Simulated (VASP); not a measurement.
Runs of VASP 6.6.1 on Sb. The structure is that of space group I4/mmm (No. 139), or close to it. The cells are those of the table. 

```csv
task,level,potentials or basis,spin,cell,k mesh,cutoff (eV),screening parameter,gap on the mesh (eV),pressure (GPa),relaxed volume (Å³/atom)
relaxation of cell and atoms,PBEsol-based global hybrid with 25 % exact exchange,"VASP PAW PBE potentials, release 64 (Sb)",off,"relaxed from a = 3.511 Å, angles 126.6, 126.6, 78.8°, 1 atom",6 × 6 × 6,600,-,none,0.0,(a)
relaxation of cell and atoms,PBE0,"VASP PAW PBE potentials, release 64 (Sb)",off,"relaxed from a = 3.511 Å, angles 126.6, 126.6, 78.8°, 1 atom",6 × 6 × 6,600,-,none,0.0,26.11
single point,HSE06,"VASP PAW PBE potentials, release 64 (Sb)","non-collinear, zero start, SOC","a = 3.511 Å, angles 126.6, 126.6, 78.8°, 1 atom",5 × 5 × 5,520,0.2079 1/Å,-,-1.3,-
single point,PBEsol-based global hybrid with 25 % exact exchange,"VASP PAW PBE potentials, release 64 (Sb_d_GW)",off,"a = 3.439 Å, angles 125.7, 125.7, 80.3°, 1 atom",6 × 6 × 6,400,-,none,-0.5,-
```

Alike in all rows: smearing fermi-dirac 0.05 eV.

Task: Estimate the missing entries.

Result: (a) 25.45.

Caveats: all runs use coarse meshes; the PAW data sets were made with another functional, which shifts forces and pressure a little; spin-orbit coupling is left out, which moves the levels of the heavy elements (at least some runs); an odd number of electrons without spin polarisation forces a metal (at least some runs); a magnetic or distorted state may lie lower (at least some runs).

A k mesh can miss the band edges, and rows without SOC leave out spin-orbit coupling on Sb.

A gap of «none» marks levels without a gap at the run's occupations.

The runs don't all hold the same shells in valence.
